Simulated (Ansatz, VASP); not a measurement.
InGa3As4: VASP beside Ansatz

```
In Ga As
1.0
     5.74927    0.00000    0.00000
     0.00000   -5.74927    0.00000
     0.00000    0.00000   -5.74927
In Ga As
1 3 4
Cartesian
  0.0000 -2.8746 -2.8746
  2.8746 0.0000 -2.8746
  2.8746 -2.8746 0.0000
  0.0000 0.0000 0.0000
  1.4373 -1.4373 -1.4373
  4.3120 -4.3120 -1.4373
  4.3120 -1.4373 -4.3120
  1.4373 -4.3120 -4.3120
```

Alike in both runs: task relaxation of cell and atoms; functional PBEsol; k mesh 4 × 4 × 4; occupations gaussian, width 0.1 eV; no spin polarisation.

|  | VASP | Ansatz |
| --- | --- | --- |
| version | VASP 6.6.1 | Ansatz 0.2.0 |
| potentials or method | VASP PAW PBE potentials, release 64 (In_d, Ga_d, As), cutoff 600 eV | scalar-relativistic, plane waves, PAW |
| valence electrons in the cell | 72 | 112 |

|  | VASP | Ansatz | Ansatz less VASP |
| --- | --- | --- | --- |
| relaxed volume (Å³/atom) | 23.96 | 24.07 | +0.104 |
| relaxed cell length with the largest relative difference (Å) | 5.766 | 5.774 | +0.0083 |

VASP's potentials were made for PBE, not for PBEsol. VASP's potentials hold 72 valence electrons a cell and Ansatz's 112, so a difference there can come from the potentials and not from the codes.
